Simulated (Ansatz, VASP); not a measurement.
Pd in VASP and in Ansatz

INCAR

```
ALGO = Normal
EDIFF = 1E-6
ENCUT = 520
GGA = PE
ISIF = 2
ISMEAR = -1
LASPH = True
LCHARG = True
LELF = True
LREAL = False
LVHAR = True
LWAVE = False
NBANDS = 28
NELM = 100
PREC = Accurate
SIGMA = 0.05
```

File KPOINTS:

```
k-points
0
Gamma
  11 11 3
```

Contents of POSCAR:

```
Pd
1.0
    2.7625616691      0.0000000000      0.0000000000
   -1.3812808346      2.3924485850      0.0000000000
    0.0000000000      0.0000000000      9.1183940900
Pd
4
Direct
    0.6666666667      0.3333333333      0.7500000000
    0.0000000000      0.0000000000      0.5000000000
    0.3333333333      0.6666666667      0.2500000000
    0.0000000000      0.0000000000      0.0000000000
```

Contents of input.yaml:

```yaml
crystal:
  lattice:
    - [2.7625616691, 0.0, 0.0]
    - [-1.3812808346, 2.392448585, 0.0]
    - [0.0, 0.0, 9.11839409]
  atoms:
    - { symbol: Pd, position: [0.6666666667, 0.3333333333, 0.75] }
    - { symbol: Pd, position: [0.0, 0.0, 0.5] }
    - { symbol: Pd, position: [0.3333333333, 0.6666666667, 0.25] }
    - { symbol: Pd, position: [0.0, 0.0, 0.0] }
hamiltonian:
  xc: pbe
  pseudopotentials: { kind: paw }
kpoints:
  mp_grid: { grid: [11, 11, 3] }
scf:
  occupations: { method: fermi_dirac, width: 0.05 }
output:
  forces: true
  stress: true
  eigenvalues: true
```

Alike in both runs: task single point; functional PBE; k mesh 11 × 11 × 3; occupations fermi-dirac, width 0.05 eV; no spin polarisation.

```csv
,VASP,Ansatz
version,VASP 6.6.1,Ansatz 0.2.0
potentials or method,"VASP PAW PBE potentials, release 64 (Pd)",Ansatz PAW
plane-wave cutoff (eV),520,420
valence electrons in the cell,40,72
```

Ansatz gave:

* gap on the k mesh at the Fermi level (eV): none
* pressure (GPa): 3.5
* traceless stress, the component that is largest in VASP (GPa): -0.28

**Question.** What did VASP give for the same quantities?

**Answer.** gap on the k mesh at the Fermi level (eV): none; pressure (GPa): 3.2; traceless stress, the component that is largest in VASP (GPa): -0.31.

A gap of «none» marks a metal or a gap that the smearing closes. With one functional, cell and mesh, what is left measures potentials, basis and numerics. VASP's potentials hold 40 valence electrons a cell and Ansatz's 72, so a difference there can come from the potentials and not from the codes.
